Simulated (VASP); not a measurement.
CuO: single point with PBE

Crystal: CuO.

```
Cu O
1.0
     2.07061   -2.23969    0.00000
     2.07061    2.23969    0.00000
     0.00000    0.00000    5.15593
Cu O
2 2
Direct
  0.50000 0.00000 0.00000
  0.00000 0.50000 0.50000
  0.50000 0.50000 0.25000
  0.50000 0.50000 0.75000
```

```json
{
  "Program": "VASP 6.6.1",
  "Task": "single point",
  "Functional": "PBE",
  "Potentials or basis": "VASP PAW PBE potentials, release 64 (Cu, O)",
  "Cutoff": "520 eV",
  "k mesh": "7 × 7 × 5",
  "Occupations": "fermi-dirac, width 0.05 eV",
  "Spin": "no spin polarisation"
}
```

```
Pressure               : -7.2 GPa
Band gap on the k mesh : zero (band 17 reaches 4.56 eV, above the bottom of band 18 at 3.74 eV)
```

Stress tensor (GPa, compression positive):
```
-6.71  0.00  0.00
 0.00 -8.78  0.00
 0.00  0.00 -6.19
```

Levels at points of the mesh, in eV from the Fermi level:
```tsv
k point	band 13	band 14	band 15	band 16	band 17	band 18	band 19	band 20	band 21	band 22
(0.00, 0.00, 0.00)	-2.14	-2.10	-1.92	-1.63	0.59	0.76	1.25	6.00	7.09	12.61
```

Run time: 32 s on 1 thread of AMD EPYC 9R45 96-Core Processor (Zen 5), with other jobs on the host, peak memory 0.16 GiB.

Caveat: semilocal functionals often make such compounds metallic where correlation or magnetic order opens a gap, which also shifts bond lengths. With open d or f shells a metallic result of PBE can be an artefact of self-interaction; +U or a hybrid may open a gap.
